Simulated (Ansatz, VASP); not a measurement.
Two plane-wave programs on CaS

```
Ca S
1.0
     0.00000    2.85237    2.85237
     2.85237    0.00000    2.85237
     2.85237    2.85237    0.00000
Ca S
1 1
Direct
  0.00000 0.00000 0.00000
  0.50000 0.50000 0.50000
```

Alike in both runs: task single point; functional LDA; k mesh 4 × 4 × 4; no spin polarisation.

|  | VASP | Ansatz |
| --- | --- | --- |
| version | VASP 6.6.1 | Ansatz 0.2.0 |
| potentials or method | VASP PAW LDA potentials, release 64 (Ca_sv, S), cutoff 500 eV | scalar-relativistic, plane waves, PAW |
| occupations | methfessel-paxton of order 1, width 0.0680285 eV | methfessel-paxton of order 1 |
| valence electrons in the cell | 16 | 16 |

VASP gave:

```
gap on the k mesh at the Fermi level (eV) : 2.14
least direct gap on the mesh (eV)         : 2.96
pressure (GPa)                            : -4.0
```

Problem. Estimate Ansatz's values.

Solution. gap on the k mesh at the Fermi level (eV): 2.15; least direct gap on the mesh (eV): 2.97; pressure (GPa): -4.2.

LDA's correlation is that of Perdew and Zunger in VASP and of Perdew and Wang (1992) in Ansatz.

The k mesh is coarse, so the values compare programs but aren't converged.
